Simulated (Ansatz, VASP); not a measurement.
## Mo: VASP beside Ansatz

The input INCAR:

```
SYSTEM = Mo
PREC = Accurate
ENCUT = 520
EDIFF = 1E-6
ISMEAR = 0
SIGMA = 0.15
LREAL = .FALSE.
LASPH = .TRUE.
NELM = 60
ALGO = Normal
ISIF = 2
LWAVE = .FALSE.
LCHARG = .TRUE.
GGA = PS
LELF = .TRUE.
LVHAR = .TRUE.
NBANDS = 13
```

Contents of KPOINTS:

```
regular mesh
0
G
  18 18 18
  0 0 0
```

File POSCAR:

```
Mo
1.0
    2.6671226373      0.0000000000      0.0000000000
   -1.3335613186      2.3097959589      0.0000000000
    0.0000000000      0.0000000000      2.5551807000
Mo
1
Direct
    0.0000000000      0.0000000000      0.5000000000
```

Input for Ansatz:

```yaml
crystal:
  lattice:
    - [2.6671226373, 0.0, 0.0]
    - [-1.3335613186, 2.3097959589, 0.0]
    - [0.0, 0.0, 2.5551807]
  atoms:
    - { symbol: Mo, position: [0.0, 0.0, 0.5] }
basis:
  ecutwfc: 420
kpoints:
  mp_grid: { grid: [18, 18, 18] }
hamiltonian:
  xc: pbesol
scf:
  occupations: { method: gaussian, width: 0.15 }
output:
  forces: true
  stress: true
  eigenvalues: true
```

Change from the starting cell: strain -0.025 along x and y, +0.000 along z, atoms carried along.

Alike in both runs: task single point; functional PBEsol; k mesh 18 × 18 × 18; occupations gaussian, width 0.15 eV; no spin polarisation.

```csv
,VASP,Ansatz
version,VASP 6.6.1,Ansatz 0.2.0
potentials or method,"VASP PAW PBE potentials, release 64 (Mo_sv), cutoff 520 eV","scalar-relativistic, plane waves, PAW"
valence electrons in the cell,14,14
```

|  | VASP | Ansatz | Ansatz less VASP |
| --- | --- | --- | --- |
| gap on the k mesh at the Fermi level (eV) | none | none | - |
| pressure (GPa) | 9.2 | 8.6 | -0.62 |
| traceless stress, the component that is largest in VASP (GPa) | -11.83 | -11.87 | -0.044 |

VASP's potentials were made for PBE, not for PBEsol. A gap of «none» marks a metal or a gap that the smearing closes.
